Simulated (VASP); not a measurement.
The system is Sb.

```
Sb
1.0
     0.00000    2.32284    2.32284
     2.32284    0.00000    2.32284
     2.32284    2.32284    0.00000
Sb
1
Direct
  0.00000 0.00000 0.00000
```

Base run:

| Quantity | Value |
| --- | --- |
| Program | VASP 6.6.1 |
| Functional | r2SCAN |
| Potentials or basis | VASP PAW PBE potentials, release 64 (Sb) |
| Cutoff | 520 eV |
| k mesh | 10 × 10 × 10 |
| Occupations | fermi-dirac, width 0.05 eV |
| Spin | no spin polarisation |

Its results: pressure 5.5 GPa.

Q: The run is repeated on the same cell with these changes: functional from r2SCAN to LDA; potentials or basis from VASP PAW PBE potentials, release 64 (Sb) to VASP PAW LDA potentials, release 64 (Sb). What comes out?

A: Pressure 1.8 GPa.

Caveats: the PAW data sets were made with another functional, which shifts forces and pressure a little (some runs).
